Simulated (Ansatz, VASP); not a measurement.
One calculation of Au, two programs

Contents of INCAR:

```
SYSTEM = Au
  PREC = Accurate
  ENCUT = 600
  EDIFF = 1E-6
  ISMEAR = 0
  SIGMA = 0.1
  LREAL = .FALSE.
  LASPH = .TRUE.
  NELM = 80
  ALGO = Fast
  ISIF = 3
  LWAVE = .FALSE.
  LCHARG = .FALSE.
  GGA = PE
  IBRION = 2
  NSW = 80
  EDIFFG = -0.003
```

KPOINTS

```
regular mesh
0
G
  34 34 34
  0 0 0
```

Contents of POSCAR:

```
Au
1.0
    0.0000000000      2.0400000000      2.0400000000
    2.0400000000      0.0000000000      2.0400000000
    2.0400000000      2.0400000000      0.0000000000
Au
1
Direct
    0.0000000000      0.0000000000      0.0000000000
```

Input for Ansatz:

```yaml
crystal:
  lattice:
    - [0.0, 2.04, 2.04]
    - [2.04, 0.0, 2.04]
    - [2.04, 2.04, 0.0]
  atoms:
    - { symbol: Au, position: [0.0, 0.0, 0.0] }
scf:
  occupations: { method: gaussian, width: 0.1 }
output:
  forces: true
  stress: true
  eigenvalues: true
  write_density: true
  write_potential: true
  elf: true
  volumetric_format: npy
kpoints:
  mp_grid: { grid: [34, 34, 34] }
hamiltonian:
  xc: pbe
  pseudopotentials: { kind: paw, azcp: { folder: soft_1 } }
relax:
  f_tol: 0.003
  max_steps: 60
  cell: { stress_tol: 0.02 }
```

Alike in both runs: task relaxation of cell and atoms; functional PBE; k mesh 34 × 34 × 34; occupations gaussian, width 0.1 eV; no spin polarisation.

```csv
,VASP,Ansatz
version,VASP 6.6.1,Ansatz 0.2.0
potentials or method,"VASP PAW PBE potentials, release 64 (Au)","scalar-relativistic, plane waves, PAW"
plane-wave cutoff (eV),600,420
valence electrons in the cell,11,19
```

```tsv
	VASP	Ansatz	Ansatz less VASP
gap on the k mesh at the Fermi level, each at its own relaxed structure (eV)	none	none	-
relaxed volume (Å³/atom)	17.95	17.97	+0.021
relaxed cell length with the largest relative difference (Å)	2.939	2.940	+0.0011
```

A gap of «none» marks a metal or a gap that the smearing closes. VASP's potentials hold 11 valence electrons a cell and Ansatz's 19, so a difference there can come from the potentials and not from the codes.

Spin-orbit coupling is off throughout.
